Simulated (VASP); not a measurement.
# AlN in VASP: further runs, part 3 of 3

VASP 6.6.1. The steps go on from the part before.

### Step 5. Single point, PBE

This run uses another cell than the first one, of 7.81 Å³/atom, 0.882 times its volume.

Input file INCAR:

```
SYSTEM = AlN
PREC = Accurate
ENCUT = 520
EDIFF = 1E-6
ISMEAR = 0
SIGMA = 0.05
LREAL = .False.
LASPH = .True.
NELM = 80
ALGO = Normal
ISIF = 2
LWAVE = .False.
LCHARG = .True.
GGA = PE
LELF = .True.
LVHAR = .True.
NBANDS = 16
```

Input file KPOINTS:

```
Automatic mesh
0
Gamma
  8 8 6
  0 0 0
```

Input file POSCAR:

```
AlN
1.0
    0.0000000000     -1.9844337052     -1.9844337052
    0.0000000000      1.9844337052     -1.9844337052
    3.9688674103      0.0000000000      0.0000000000
Al N
2 2
Direct
    0.5115952475      0.4884047525      0.0000000000
   -0.0115952475      0.0115952475      0.5000000000
    0.4957933423      0.5042066577      0.5000000000
    0.0042066577      0.9957933423      0.0000000000
```

On the command line:

```console
cat potpaw_PBE.64/Al/POTCAR potpaw_PBE.64/N/POTCAR > POTCAR
mpirun -np 1 vasp_std > vasp.out
```

Wall time 30 s (1 thread of Intel Xeon Platinum 8259CL at 2.50GHz (Skylake/Cascade Lake), shared host); peak memory 0.16 GiB.

It converged, with:

| Property | Result |
| --- | --- |
| Free energy | -28.9064 eV |
| Pressure | 22.1 GPa |
| Largest force | 0.594 eV/Å |
| Band gap on the k mesh | 5.14 eV |

Forces in eV/Å, atoms in the order of the input:
```
Al   0.000  0.594  0.000
Al   0.000 -0.594  0.000
N    0.000 -0.015  0.000
N    0.000  0.015  0.000
```

Stress tensor (GPa, compression positive):
```
22.13  0.00  0.00
 0.00 22.49  0.00
 0.00  0.00 21.70
```

Levels at points of the mesh, in eV from the valence-band top:
| k point | band 5 | band 6 | band 7 | band 8 | band 9 | band 10 | band 11 | band 12 |
| --- | --- | --- | --- | --- | --- | --- | --- | --- |
| (0.00, 0.00, 0.00) | -2.95 | -0.01 | 0.00 | 0.00 | 5.16 | 5.20 | 6.49 | 12.28 |
| (0.50, 0.00, 0.00) | -4.39 | -4.39 | -1.25 | -1.22 | 8.69 | 8.88 | 10.68 | 11.05 |
| (0.50, 0.50, 0.00) | -2.95 | -2.95 | -2.94 | -2.94 | 5.14 | 5.15 | 5.19 | 5.20 |
| (0.00, 0.00, 0.50) | -1.72 | -1.72 | -1.72 | -1.72 | 7.46 | 7.46 | 8.39 | 8.39 |
| (0.50, 0.00, 0.50) | -1.19 | -1.19 | -1.18 | -1.18 | 6.48 | 6.48 | 11.45 | 11.45 |
| (0.50, 0.50, 0.50) | -6.01 | -6.01 | -4.06 | -4.06 | 8.69 | 8.69 | 11.01 | 11.01 |

A k mesh can miss the band edges. PBE gaps usually lie below the measured ones, often by a third to a half.

### Step 6. Single point, PBE

This run uses another cell than the first one, of 9.08 Å³/atom, 1.025 times its volume.

Input file INCAR:

```
SYSTEM = AlN
PREC = Accurate ; ENCUT = 520
EDIFF = 1E-6 ; ISMEAR = 0
SIGMA = 0.05 ; LREAL = .False.
LASPH = .True. ; NELM = 100
ALGO = Normal ; ISIF = 2
LWAVE = .False. ; LCHARG = .False.
GGA = PE ; NBANDS = 16
```

Input file KPOINTS:

```
regular mesh
0
Gamma
  8 8 6
  0 0 0
```

Input file POSCAR:

```
AlN
1.0
    0.0000000000     -2.0861995362     -2.0861995362
    0.0000000000      2.0861995362     -2.0861995362
    4.1723990723      0.0000000000      0.0000000000
Al N
2 2
Direct
    0.5057976238      0.4942023762      0.0000000000
   -0.0057976238      0.0057976238      0.5000000000
    0.4978966712      0.5021033288      0.5000000000
    0.0021033288      0.9978966712      0.0000000000
```

Potentials or basis: VASP PAW PBE potentials, release 64 (Al, N).

On the command line:

```console
cat potpaw_PBE.64/Al/POTCAR potpaw_PBE.64/N/POTCAR > POTCAR
mpirun -np 1 vasp_std > vasp.out
```

OUTCAR:

```text
SYSTEM = AlN
   PREC = Accurate
   ENCUT = 520
   EDIFF = 1E-6
   ISMEAR = 0
   LREAL = .False.
   LASPH = .True.
   NELM = 100
   ISIF = 2
   GGA = PE

 ion  position               nearest neighbor table
   1  0.506  0.494  0.000-   4 2.07   4 2.09   4 2.09   3 2.09   3 2.09   4 2.10   2 2.92   2 2.92
                             2 2.95   2 2.95   2 2.95   2 2.95   2 2.98   2 2.98
   2  0.994  0.006  0.500-   3 2.07   3 2.09   3 2.09   4 2.09   4 2.09   3 2.10   1 2.92   1 2.92
                             1 2.95   1 2.95   1 2.95   1 2.95   1 2.98   1 2.98
   3  0.498  0.502  0.500-   2 2.07   2 2.09   2 2.09   1 2.09   1 2.09   2 2.10
   4  0.002  0.998  0.000-   1 2.07   1 2.09   1 2.09   2 2.09   2 2.09   1 2.10

  LATTYP: Found a simple tetragonal cell.
 ALAT       =     2.9503316779
 C/A-ratio  =     1.4142135623

  Lattice vectors:

 A1 = (   0.0000000000,  -2.0861995362,  -2.0861995362)
 A2 = (   0.0000000000,   2.0861995362,  -2.0861995362)
 A3 = (   4.1723990723,   0.0000000000,   0.0000000000)

Analysis of symmetry for initial positions (statically):
=====================================================================
 Subroutine PRICEL returns:
 Original cell was already a primitive cell.

 Routine SETGRP: Setting up the symmetry group for a
 simple tetragonal supercell.

[... 173 lines left out ...]
 E-fermi :   9.0518     XC(G=0): -11.8514

 val. band max:        8.7877580918   @ k =   0.0000   0.0000   0.0000
 cond. band min:      12.5184270828   @ k =   0.5000   0.5000   0.0000
 fundamental gap:      3.7306689910
 Fermi energy:         9.0518171213

 k-point     1 :       0.0000    0.0000    0.0000
  band No.  band energies     occupation
      1      -7.9418      2.00000
      2      -4.1937      2.00000
      3       2.0205      2.00000
      4       6.2261      2.00000
      5       6.2267      2.00000
      6       8.7850      2.00000
[... 433 lines left out ...]
      3       2.4810      2.00000
      4       4.6003      2.00000
      5       5.2411      2.00000
      6       6.8195      2.00000
[... 8 lines left out ...]
     15      20.6554      0.00000
     16      21.9914      0.00000

 [... further k-points ...]
[... 5 lines left out ...]
  --------------------------------------------------------------------------------------
  -------------------------------------------------------------------------------------
  Total       -3.6781633     -3.6672884     -3.6960734      0.0000000      0.0000000      0.0000000
  in kB     -162.2609685   -161.7812241   -163.0510678      0.0000000      0.0000000      0.0000000
  external PRESSURE =    -162.3644201 kB  Pullay stress =       0.0000000 kB

 VOLUME and BASIS-vectors are now :
 -----------------------------------------------------------------------------
  energy-cutoff  :      520.00
  volume of cell :       36.32
      direct lattice vectors                 reciprocal lattice vectors
     0.000000000 -2.086199536 -2.086199536     0.000000000 -0.239670267 -0.239670267
     0.000000000  2.086199536 -2.086199536     0.000000000  0.239670267 -0.239670267
     4.172399072  0.000000000  0.000000000     0.239670267  0.000000000  0.000000000

 POSITION                                       TOTAL-FORCE (eV/Angst)
 -----------------------------------------------------------------------------------
      0.00000     -0.02419     -2.08620         0.000000      0.189653      0.000000
      2.08620     -2.06201     -2.08620         0.000000     -0.189653      0.000000
      2.08620      0.00878     -2.08620         0.000000     -0.074335      0.000000
      0.00000      2.07742     -2.08620         0.000000      0.074335      0.000000
 -----------------------------------------------------------------------------------
    total drift:                               -0.000000     -0.000000     -0.000000

  FREE ENERGIE OF THE ION-ELECTRON SYSTEM (eV)
  ---------------------------------------------------
  free  energy   TOTEN  =       -28.9456688949 eV

  energy  without entropy=      -28.9456688949  energy(sigma->0) =      -28.94566889
```

OSZICAR:

```text
N       E                     dE             d eps       ncg     rms          rms(c)
DAV:   1     0.329715427404E+02    0.32972E+02   -0.71281E+03  2688   0.909E+02
DAV:   2    -0.294331188805E+02   -0.62405E+02   -0.56625E+02  3824   0.175E+02
DAV:   3    -0.322825648945E+02   -0.28494E+01   -0.28392E+01  3288   0.375E+01
DAV:   4    -0.322961662138E+02   -0.13601E-01   -0.13600E-01  3312   0.294E+00
DAV:   5    -0.322962958393E+02   -0.12963E-03   -0.12962E-03  3112   0.301E-01    0.103E+01
DAV:   6    -0.289580803375E+02    0.33382E+01   -0.70669E+00  3328   0.198E+01    0.343E+00
DAV:   7    -0.289618638216E+02   -0.37835E-02   -0.47355E-01  2768   0.502E+00    0.250E+00
DAV:   8    -0.289493002554E+02    0.12564E-01   -0.51411E-02  2944   0.198E+00    0.631E-01
DAV:   9    -0.289455181273E+02    0.37821E-02   -0.70822E-03  3272   0.688E-01    0.231E-01
DAV:  10    -0.289457840614E+02   -0.26593E-03   -0.15906E-03  3296   0.266E-01    0.141E-01
DAV:  11    -0.289456686808E+02    0.11538E-03   -0.24805E-04  3256   0.118E-01    0.251E-02
DAV:  12    -0.289456691397E+02   -0.45891E-06   -0.11339E-05  3104   0.263E-02    0.476E-03
DAV:  13    -0.289456688949E+02    0.24473E-06   -0.86363E-07  1976   0.753E-03
   1 F= -.28945669E+02 E0= -.28945669E+02  d E =-.134715E-15
```

stdout:

```text
POSCAR found type information on POSCAR AlN
 POSCAR found :  2 types and       4 ions
 scaLAPACK will be used
 LDA part: xc-table for (Slater+PW92), standard interpolation
 POSCAR, INCAR and KPOINTS ok, starting setup
 FFT: planning ... GRIDC
 FFT: planning ... GRID_SOFT
 FFT: planning ... GRID
 WAVECAR not read
 entering main loop
```

It took 25 s on 1 thread of AMD EPYC 9R14 (Zen 4), shared host; peak memory 0.14 GiB.

Results:

| Quantity | Value |
| --- | --- |
| Free energy | -28.9457 eV |
| Pressure | -16.2 GPa |
| Largest force | 0.190 eV/Å |
| Band gap on the k mesh | 3.73 eV |

Forces on the atoms (eV/Å):
```
Al   0.000  0.190  0.000
Al   0.000 -0.190  0.000
N    0.000 -0.074  0.000
N    0.000  0.074  0.000
```

Stress tensor (GPa, compression positive):
```
-16.23   0.00   0.00
  0.00 -16.18   0.00
  0.00   0.00 -16.31
```

A k mesh can miss the band edges. PBE gaps usually lie below the measured ones, often by a third to a half.

### Step 7. The runs side by side

| cell | gap on the mesh (eV) | pressure (GPa) | largest force (eV/Å) |
| --- | --- | --- | --- |
| a = 2.926, b = 2.926, c = 4.139 Å, 4 atoms | 3.95 | -11.6 | - |
| a = 2.950, b = 2.950, c = 4.172 Å, 4 atoms | 3.73 | -16.2 | 0.19 |
| a = 2.806, b = 2.806, c = 3.969 Å, 4 atoms | 5.14 | 22.1 | 0.59 |

Some of these runs hold the atoms at other places in the same cell, which the table doesn't show; runs alike in all that it shows share one row.

Alike in all rows: task single point; level PBE; potentials or basis VASP PAW PBE potentials, release 64 (Al, N); no spin polarisation; k mesh 8 × 8 × 6; cutoff (eV) 520; smearing gaussian 0.05 eV.

Absolute energies hang on the potentials; compare differences alone.
